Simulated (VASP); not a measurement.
# Si2Ag2Pt (I4/mmm) in VASP: single point with PBE

Aim: the single point of Si2Ag2Pt with PBE.

All numbers are computed with VASP 6.6.1; they aren't measurements. Logs are shortened: lines on timing, memory, paths and dates and some standing lists are left out, and cuts for length are marked.

### 1 The cell of the first run

It takes space group I4/mmm (No. 139, tetragonal). The conventional cell has a = 3.969 Å, b = 3.969 Å, c = 10.304 Å, α = 90.00°, β = 90.00°, γ = 90.00°. Pt (site symmetry 4/mmm) has 8 Si at 3.00 Å and 8 Ag at 3.25 Å and 4 Pt at 3.97 Å within 4.0 Å. Within 2.8 Å of Si (site symmetry 4mm) lie 1 Si at 2.14 Å and 4 Ag at 2.49 Å. Within 3.3 Å of Ag (site symmetry -4m2) lie 4 Si at 2.49 Å and 4 Ag at 2.81 Å and 4 Pt at 3.25 Å.

### 2 Single point, PBE

The input, INCAR:

```
  PREC = Accurate
  ENCUT = 520
  EDIFF = 1E-6
  ISMEAR = -1
  SIGMA = 0.141
  LREAL = False
  LASPH = True
  NELM = 60
  ALGO = Normal
  ISIF = 2
  LWAVE = False
  LCHARG = True
  GGA = PE
  LELF = True
  LVHAR = True
  NBANDS = 28
```

The input, KPOINTS:

```
regular mesh
0
Gamma
  5 5 5
```

The input, POSCAR:

```
Si2Ag2Pt
1.0
    0.0000000000      3.9688150000      0.0000000000
    3.9688150000      0.0000000000      0.0000000000
    1.9844080000      1.9844080000     -5.1521180000
Pt Si Ag
1 2 2
Direct
    0.0000000000      0.0000000000      0.0000000000
    0.3963000000      0.3963000000      0.2074000000
    0.6037000000      0.6037000000      0.7926000000
    0.7500000000      0.2500000000      0.5000000000
    0.2500000000      0.7500000000      0.5000000000
```

Potentials or basis: VASP PAW PBE potentials, release 64 (Pt, Si, Ag).

On the command line:

```
$ cat potpaw_PBE.64/Pt/POTCAR potpaw_PBE.64/Si/POTCAR potpaw_PBE.64/Ag/POTCAR > POTCAR
$ mpirun -np 1 vasp_std > vasp.out
```

OUTCAR:

```text
PREC = Accurate
   ENCUT = 520
   EDIFF = 1E-6
   ISMEAR = -1
   LREAL = False
   LASPH = True
   NELM = 60
   ISIF = 2
   GGA = PE

 ion  position               nearest neighbor table
   1  0.000  0.000  0.000-   3 3.00   2 3.00   3 3.00   2 3.00   2 3.00   3 3.00   3 3.00   2 3.00
                             4 3.25   5 3.25   5 3.25   4 3.25   5 3.25   4 3.25   5 3.25   4 3.25
   2  0.396  0.396  0.207-   3 2.14   5 2.49   4 2.49   4 2.49   5 2.49   1 3.00   1 3.00   1 3.00
                             1 3.00
   3  0.604  0.604  0.793-   2 2.14   4 2.49   5 2.49   4 2.49   5 2.49   1 3.00   1 3.00   1 3.00
                             1 3.00
   4  0.750  0.250  0.500-   2 2.49   3 2.49   3 2.49   2 2.49   5 2.81   5 2.81   5 2.81   5 2.81
                             1 3.25   1 3.25   1 3.25   1 3.25
   5  0.250  0.750  0.500-   2 2.49   3 2.49   3 2.49   2 2.49   4 2.81   4 2.81   4 2.81   4 2.81
                             1 3.25   1 3.25   1 3.25   1 3.25

  LATTYP: Found a body centered tetragonal cell.
 ALAT       =     3.9688150000
 C/A-ratio  =     2.5963004070

  Lattice vectors:

 A1 = (  -1.9844080000,   1.9844070000,   5.1521180000)
 A2 = (   1.9844070000,  -1.9844080000,   5.1521180000)
 A3 = (   1.9844080000,   1.9844080000,  -5.1521180000)

Analysis of symmetry for initial positions (statically):
=====================================================================
 Subroutine PRICEL returns:
 Original cell was already a primitive cell.

 Routine SETGRP: Setting up the symmetry group for a
 body centered tetragonal supercell.

 Subroutine GETGRP returns: Found 16 space group operations
 (whereof 16 operations were pure point group operations)
 out of a pool of 16 trial point group operations.

The static configuration has the point symmetry D_4h.

Analysis of symmetry for dynamics (positions and initial velocities):
=====================================================================
 Subroutine PRICEL returns:
 Original cell was already a primitive cell.

 Routine SETGRP: Setting up the symmetry group for a
 body centered tetragonal supercell.

 Subroutine GETGRP returns: Found 16 space group operations
 (whereof 16 operations were pure point group operations)
 out of a pool of 16 trial point group operations.

The dynamic configuration has the point symmetry D_4h.

 Subroutine INISYM returns: Found 16 space group operations
 (whereof 16 operations are pure point group operations),
 and found     1 'primitive' translations

----------------------------------------------------------------------------------------

                                     Primitive cell

  volume of cell :      81.1535

  direct lattice vectors                    reciprocal lattice vectors
     0.000000000  3.968815000  0.000000000     0.000000000  0.251964377  0.097047491
     3.968815000  0.000000000  0.000000000     0.251964377  0.000000000  0.097047491
     1.984408000  1.984408000 -5.152118000     0.000000000  0.000000000 -0.194094933

  length of vectors
     3.968815000  3.968815000  5.866862032     0.270007894  0.270007894  0.194094933

  position of ions in fractional coordinates (direct lattice)
     0.000000000  0.000000000  0.000000000
     0.396300000  0.396300000  0.207400000
     0.603700000  0.603700000  0.792600000
     0.750000000  0.250000000  0.500000000
     0.250000000  0.750000000  0.500000000

  ion indices of the primitive-cell ions
   primitive index   ion index
                 1           1
                 2           2
                 3           3
                 4           4
                 5           5

----------------------------------------------------------------------------------------

 KPOINTS: regular mesh

Automatic generation of k-mesh.
 Grid dimensions read from file:
 generate k-points for:    5    5    5

 Generating k-lattice:

  Cartesian coordinates                     Fractional coordinates (reciprocal lattice)
     0.000000000  0.050392875  0.019409498     0.200000000  0.000000000  0.000000000
     0.050392875  0.000000000  0.019409498     0.000000000  0.200000000  0.000000000
     0.000000000  0.000000000 -0.038818987     0.000000000  0.000000000  0.200000000

  Length of vectors
     0.054001579  0.054001579  0.038818987

  Shift w.r.t. Gamma in fractional coordinates (k-lattice)
     0.000000000  0.000000000  0.000000000

 Subroutine IBZKPT returns following result:
 ===========================================

 Found     18 irreducible k-points:

 Following reciprocal coordinates:
            Coordinates               Weight
  0.000000  0.000000  0.000000      1.000000
  0.200000  0.000000 -0.000000      8.000000
  0.400000  0.000000  0.000000      8.000000
  0.200000  0.200000 -0.000000      8.000000
  0.400000  0.200000  0.000000     16.000000
 -0.400000  0.200000  0.000000     16.000000
[... 10 lines left out ...]
  0.000000  0.000000  0.400000      2.000000
 -0.200000  0.000000  0.400000      4.000000
   k-points           NKPTS =     18   k-points in BZ     NKDIM =     18   number of bands    NBANDS=     28
   number of dos      NEDOS =    301   number of ions     NIONS =      5
   total plane-waves  NPLWV =  43200
   dimension x,y,z NGX =    30 NGY =   30 NGZ =   48
   dimension x,y,z NGXF=    60 NGYF=   60 NGZF=   96
   ions per type =               1   2   2
   NGX,Y,Z   is equivalent  to a cutoff of  12.57, 12.57, 13.60 a.u.
   NGXF,Y,Z  is equivalent  to a cutoff of  25.13, 25.13, 27.20 a.u.
 SYSTEM =  unknown system
   PREC   = accura    normal or accurate (medium, high low for compatibility)
   ISTART =      0    job   : 0-new  1-cont  2-samecut
   ICHARG =      2    charge: 1-file 2-atom 10-const
   ISPIN  =      1    spin polarized calculation?
   LNONCOLLINEAR =      F non collinear calculations
   LSORBIT =      F    spin-orbit coupling
   LASPH  =      T    aspherical Exc in radial PAW
   ENCUT  =  520.0 eV  38.22 Ry    6.18 a.u.   7.38  7.38 10.91*2*pi/ulx,y,z
   NELM   =     60;   NELMIN=  2; NELMDL= -5     # of ELM steps
   EDIFF  = 0.1E-05   stopping-criterion for ELM
   LREAL  =      F    real-space projection
   EDIFFG = 0.1E-04   stopping-criterion for IOM
   NSW    =      0    number of steps for IOM
   IBRION =     -1    ionic relax: 0-MD 1-quasi-New 2-CG
   NFREE  =      0    steps in history (QN), initial steepest desc. (CG)
   ISIF   =      2    stress and relaxation
   ISYM   =      2    0-nonsym 1-usesym 2-fastsym
   POTIM  = 0.5000    time-step for ionic-motion
   TEBEG  =    0.0;   TEEND  =   0.0 temperature during run
   PSTRESS=    0.0 pullay stress
   NELECT =      40.0000    total number of electrons
   NUPDOWN=      -1.0000    fix difference up-down
   EMIN   =  10.00;   EMAX   =-10.00  energy-range for DOS
   EFERMI =   0.00;   METHOD = LEGACY
   ISMEAR =    -1;   SIGMA  =   0.14  broadening in eV -4-tet -1-fermi 0-gaus
   EFERMI_NEDOS =   21; number of points for ismear=-14 and -15
   IALGO  =     38    algorithm
   IMIX   =      4    mixing-type and parameters
     AMIX     =   0.40;   BMIX     =  1.00
     AMIX_MAG =   1.60;   BMIX_MAG =  1.00
  volume/ion in A,a.u.               =      16.23       109.53
  Fermi-wavevector in a.u.,A,eV,Ry     =   1.293180  2.443756 22.753221  1.672315
  Thomas-Fermi vector in A             =   2.424842
   LORBIT       =      0    0 simple, 1 ext, 2 COOP (PROOUT), +10 PAW based schemes
   GGA     = PE    functional components
[... 5 lines left out ...]
 non-spin polarized calculation
  energy-cutoff  :      520.00
  volume of cell :       81.15
 maximum number of plane-waves:      2227
 NGX is ok and might be reduce to    30
   NGX = 15   NGY = 15   NGZ = 21

 number of electron      40.0000012 magnetization

 Free energy of the ion-electron system (eV)
  ---------------------------------------------------
  ext. energy  EPLUGINS =         0.00000000
  ---------------------------------------------------
  free energy    TOTEN  =       -20.36667847 eV

  energy without entropy =      -20.24583990  energy(sigma->0) =      -20.30625918

 E-fermi :   9.2701     XC(G=0): -11.8222

 val. band max:        9.2269754781   @ k =  -0.4000   0.4000   0.0000
 cond. band min:       9.4244663298   @ k =  -0.4000   0.4000   0.0000
 fundamental gap:      0.1974908517
 Fermi energy:         9.2701496822

 k-point     1 :       0.0000    0.0000    0.0000
  band No.  band energies     occupation
      1      -2.4264      2.00000
      2       0.4075      2.00000
      3       1.4848      2.00000
      4       1.9383      2.00000
      5       2.3201      2.00000
      6       2.3201      2.00000
[... 20 lines left out ...]
     27      17.1855      0.00000
     28      17.8971      0.00000

 k-point     2 :       0.2000    0.0000   -0.0000
  band No.  band energies     occupation
      1      -2.0644      2.00000
      2       0.4601      2.00000
      3       1.7951      2.00000
      4       2.0932      2.00000
      5       2.2259      2.00000
      6       2.4772      2.00000
[... 20 lines left out ...]
     27      16.1164      0.00000
     28      16.2854      0.00000

 k-point     3 :       0.4000    0.0000    0.0000
  band No.  band energies     occupation
      1      -1.2798      2.00000
      2       0.4867      2.00000
      3       2.1318      2.00000
      4       2.5399      2.00000
      5       2.5447      2.00000
      6       2.9296      2.00000
[... 20 lines left out ...]
     27      15.4064      0.00000
     28      16.8253      0.00000

 k-point     4 :       0.2000    0.2000   -0.0000
  band No.  band energies     occupation
      1      -1.6752      2.00000
      2       0.4148      2.00000
      3       1.9025      2.00000
      4       2.0001      2.00000
      5       2.5577      2.00000
      6       2.7286      2.00000
[... 392 lines left out ...]
     27      15.1840      0.00000
     28      15.9467      0.00000

 k-point    17 :       0.0000    0.0000    0.4000
  band No.  band energies     occupation
      1      -1.7350      2.00000
      2      -0.5602      2.00000
      3       1.3962      2.00000
      4       1.9505      2.00000
      5       2.3112      2.00000
      6       2.3112      2.00000
[... 20 lines left out ...]
     27      14.6150      0.00000
     28      14.6150      0.00000

 k-point    18 :      -0.2000    0.0000    0.4000
  band No.  band energies     occupation
      1      -1.3811      2.00000
      2      -0.4390      2.00000
      3       1.6455      2.00000
      4       2.1253      2.00000
      5       2.3686      2.00000
      6       2.4680      2.00000
[... 20 lines left out ...]
     27      15.0319      0.00000
     28      15.3357      0.00000

------------------------ aborting loop because EDIFF is reached ----------------------------------------

  FORCE on cell =-STRESS in cart. coord.  units (eV):
  Direction    XX          YY          ZZ          XY          YZ          ZX
  --------------------------------------------------------------------------------------
  -------------------------------------------------------------------------------------
  Total        3.0346501      3.0346501      6.0185754      0.0000000     -0.0000006     -0.0000006
  in kB       59.9117075     59.9117075    118.8219778      0.0000000     -0.0000115     -0.0000115
  external PRESSURE =      79.5484643 kB  Pullay stress =       0.0000000 kB

 VOLUME and BASIS-vectors are now :
 -----------------------------------------------------------------------------
  energy-cutoff  :      520.00
  volume of cell :       81.15
      direct lattice vectors                 reciprocal lattice vectors
     0.000000000  3.968815000  0.000000000     0.000000000  0.251964377  0.097047491
     3.968815000  0.000000000  0.000000000     0.251964377  0.000000000  0.097047491
     1.984408000  1.984408000 -5.152118000     0.000000000  0.000000000 -0.194094933

 POSITION                                       TOTAL-FORCE (eV/Angst)
 -----------------------------------------------------------------------------------
      0.00000      0.00000      0.00000        -0.000000     -0.000000      0.000000
      1.98441      1.98441     -1.06855        -0.000000     -0.000000      0.605987
      3.96882      3.96882     -4.08357         0.000000      0.000000     -0.605987
      1.98441      3.96882     -2.57606        -0.000000      0.000000     -0.000000
      3.96882      1.98441     -2.57606         0.000000     -0.000000      0.000000
 -----------------------------------------------------------------------------------
    total drift:                                0.000000     -0.000000     -0.000000

  FREE ENERGIE OF THE ION-ELECTRON SYSTEM (eV)
  ---------------------------------------------------
  free  energy   TOTEN  =       -20.3666784702 eV

  energy  without entropy=      -20.2458398985  energy(sigma->0) =      -20.30625918
```

It took 83 s on 1 thread of AMD EPYC 7R13, shared host; peak memory 0.19 GiB.

What came out:

```yaml
Free_energy: -20.3667 eV
Pressure: 8.0 GPa
Largest_force: 0.606 eV/Å
Band_gap_on_the_k_mesh: zero (band 20 reaches 9.59 eV, above the bottom of band 21 at 8.89 eV)
```

Forces on the atoms (eV/Å):
```
Pt   0.000  0.000  0.000
Si   0.000  0.000  0.606
Si   0.000  0.000 -0.606
Ag   0.000  0.000  0.000
Ag   0.000  0.000  0.000
```

Stress tensor (GPa, compression positive):
```
 5.99  0.00  0.00
 0.00  5.99  0.00
 0.00  0.00 11.88
```

Caveat: spin-orbit coupling is left out, which moves the levels of the heavy elements.
